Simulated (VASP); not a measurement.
# ScAl2Sb2As (P6/mmm) in VASP: further runs, part 2 of 2

VASP 6.6.1. Earlier steps stand in the parts before.

### Step 4. Single point, PBE, collinear spin

This run uses another cell than the first one, of 23.31 Å³/atom.

Contents of INCAR:

```
ALGO = Normal
EDIFF = 1E-6
ENCUT = 520
GGA = PE
ISIF = 2
ISMEAR = 0
ISPIN = 2
LASPH = True
LCHARG = True
LELF = True
LMAXMIX = 4
LORBIT = 11
LREAL = False
LVHAR = True
LWAVE = False
MAGMOM = 1 0 0 0 0 0
NBANDS = 29
NELM = 150
PREC = Accurate
SIGMA = 0.1
```

Contents of KPOINTS:

```
k-points
0
Gamma
  6 6 4
```

Contents of POSCAR:

```
ScAl2Sb2As
1.0
    5.3611554239      0.0000000000      0.0000000000
   -2.6805777119      4.6428967907      0.0000000000
    0.0000000000      0.0000000000      5.6186283419
Sc Al Sb As
1 2 2 1
Direct
    0.0000000000      0.0000000000      0.0000000000
    0.3333333333      0.6666666667      0.0000000000
    0.6666666667      0.3333333333      0.0000000000
    0.3333333333      0.6666666667      0.5000000000
    0.6666666667      0.3333333333      0.5000000000
    0.0000000000      0.0000000000      0.5000000000
```

Potentials or basis: VASP PAW PBE potentials, release 64 (Sc_sv, Al, Sb, As).

On the command line:

```bash
$ cat potpaw_PBE.64/Sc_sv/POTCAR potpaw_PBE.64/Al/POTCAR potpaw_PBE.64/Sb/POTCAR potpaw_PBE.64/As/POTCAR > POTCAR
$ mpirun -np 1 vasp_std > vasp.out
```

OUTCAR:

```text
EDIFF = 1E-6
   ENCUT = 520
   GGA = PE
   ISIF = 2
   ISMEAR = 0
   ISPIN = 2
   LASPH = True
   LORBIT = 11
   LREAL = False
   NELM = 150
   PREC = Accurate

 ion  position               nearest neighbor table
   1  0.000  0.000  0.000-   6 2.81   6 2.81   2 3.10   3 3.10   2 3.10   3 3.10   3 3.10   2 3.10

   2  0.333  0.667  0.000-   4 2.81   4 2.81   3 3.10   1 3.10   3 3.10   1 3.10   1 3.10   3 3.10

   3  0.667  0.333  0.000-   5 2.81   5 2.81   2 3.10   1 3.10   2 3.10   1 3.10   1 3.10   2 3.10

   4  0.333  0.667  0.500-   2 2.81   2 2.81   5 3.10   6 3.10   5 3.10   6 3.10   6 3.10   5 3.10

   5  0.667  0.333  0.500-   3 2.81   3 2.81   4 3.10   6 3.10   4 3.10   6 3.10   6 3.10   4 3.10

   6  0.000  0.000  0.500-   1 2.81   1 2.81   5 3.10   4 3.10   4 3.10   5 3.10   5 3.10   4 3.10

  LATTYP: Found a hexagonal cell.
 ALAT       =     5.3611554239
 C/A-ratio  =     1.0480256396

  Lattice vectors:

 A1 = (   5.3611554239,   0.0000000000,   0.0000000000)
 A2 = (  -2.6805777119,   4.6428967907,   0.0000000000)
[... 1518 lines left out ...]
  Total        0.1100933      0.1100933      0.1315861      0.0000000      0.0000000      0.0000000
  in kB        1.2612282      1.2612282      1.5074503      0.0000000      0.0000000      0.0000000
  external PRESSURE =       1.3433022 kB  Pullay stress =       0.0000000 kB

 VOLUME and BASIS-vectors are now :
 -----------------------------------------------------------------------------
  energy-cutoff  :      520.00
  volume of cell :      139.85
      direct lattice vectors                 reciprocal lattice vectors
     5.361155424  0.000000000  0.000000000     0.186526956  0.107691388  0.000000000
    -2.680577712  4.642896791  0.000000000     0.000000000  0.215382776  0.000000000
     0.000000000  0.000000000  5.618628342     0.000000000  0.000000000  0.177979382

 POSITION                                       TOTAL-FORCE (eV/Angst)
 -----------------------------------------------------------------------------------
      0.00000      0.00000      0.00000        -0.000000      0.000000     -0.000000
     -0.00000      3.09526      0.00000        -0.000000      0.000000      0.000000
      2.68058      1.54763      0.00000         0.000000     -0.000000     -0.000000
     -0.00000      3.09526      2.80931         0.000000      0.000000      0.000000
      2.68058      1.54763      2.80931        -0.000000      0.000000     -0.000000
      0.00000      0.00000      2.80931        -0.000000      0.000000     -0.000000
 -----------------------------------------------------------------------------------
    total drift:                                0.000000      0.000000      0.000000

  FREE ENERGIE OF THE ION-ELECTRON SYSTEM (eV)
  ---------------------------------------------------
  free  energy   TOTEN  =       -26.4024535151 eV

  energy  without entropy=      -26.3883286191  energy(sigma->0) =      -26.39539107

 total charge

# of ion       s       p       d       tot
------------------------------------------
    1        2.221   6.096   0.957   9.274
    2        0.441   0.321   0.000   0.761
    3        0.441   0.321   0.000   0.761
    4        1.219   1.132   0.049   2.400
    5        1.219   1.132   0.049   2.400
    6        1.290   1.401   0.030   2.721
--------------------------------------------------
tot          6.831  10.402   1.084  18.317

 magnetization (x)

# of ion       s       p       d       tot
------------------------------------------
    1       -0.000   0.000   0.000   0.000
    2        0.000   0.000   0.000   0.000
    3        0.000   0.000   0.000   0.000
    4       -0.000  -0.000   0.000  -0.000
    5       -0.000  -0.000   0.000  -0.000
    6        0.000  -0.000   0.000   0.000
--------------------------------------------------
tot         -0.000  -0.000   0.000   0.000
```

Run time: 70 s. Hardware: 1 thread of Intel Xeon 6975P-C (Granite Rapids), shared host; peak memory 0.38 GiB.

Results:

| Item | Value |
| --- | --- |
| Free energy | -26.4025 eV |
| Pressure | 0.1 GPa |
| Band gap on the k mesh | zero (filled and empty bands overlap) |
| Net moment | 0.00 μB per cell |
| Valence electrons inside the program's atomic spheres | Sc 9.27; Al 0.76; Sb 2.40; As 2.72 |

Caveat: spin-orbit coupling is left out, which moves the levels of the heavy elements.

### Step 5. Overview

```csv
task,spin,cell,k mesh,cutoff (eV),gap on the mesh (eV),pressure (GPa)
relaxation of cell and atoms,off,"relaxed from a = 4.886, b = 4.886, c = 6.591 Å, angles 90.0, 90.0, 120.0°, 6 atoms",6 × 6 × 4,600,none,0.0
single point,off,"a = 5.332, b = 5.332, c = 5.681 Å, angles 90.0, 90.0, 120.0°, 6 atoms",12 × 12 × 8,520,none,0.0
single point,collinear,"a = 5.361, b = 5.361, c = 5.619 Å, angles 90.0, 90.0, 120.0°, 6 atoms",6 × 6 × 4,520,none,0.1
```

Alike in all rows: level PBE; potentials or basis VASP PAW PBE potentials, release 64 (Sc_sv, Al, Sb, As); smearing gaussian 0.1 eV.

Caveats: spin-orbit coupling is left out, which moves the levels of the heavy elements.

Absolute energies hang on the potentials; compare differences alone.
